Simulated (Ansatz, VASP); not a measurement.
# HgTe in VASP and in Ansatz

```
CELL_PARAMETERS angstrom
0.00000 3.28366 3.28366
3.28366 0.00000 3.28366
3.28366 3.28366 0.00000
ATOMIC_POSITIONS crystal
Hg 0.00000 0.00000 0.00000
Te 0.25000 0.25000 0.25000
```

Alike in both runs: functional HSE06; k mesh 6 × 6 × 6; occupations gaussian, width 0.01 eV; no spin polarisation.

Ansatz relaxed the structure, and its values are those at the end. VASP's run is a single point on that final structure, the one shown.

|  | VASP | Ansatz |
| --- | --- | --- |
| version | VASP 6.6.1 | Ansatz 0.2.0 |
| potentials or method | VASP PAW PBE potentials, release 64 (Hg, Te) | scalar-relativistic, plane waves, PAW |
| plane-wave cutoff (eV) | 520 | 420 |
| valence electrons in the cell | 18 | 36 |

Ansatz gave:

- gap on the k mesh at the Fermi level (eV): none
- pressure (GPa): 0.0

Which values does VASP return?

gap on the k mesh at the Fermi level (eV): none; pressure (GPa): -0.1.

A gap of «none» marks a metal or a gap that the smearing closes. VASP's potentials hold 18 valence electrons a cell and Ansatz's 36, so a difference there can come from the potentials and not from the codes. Ansatz's warnings: filled band counts differ across k points.

Neither program's run includes spin-orbit coupling.
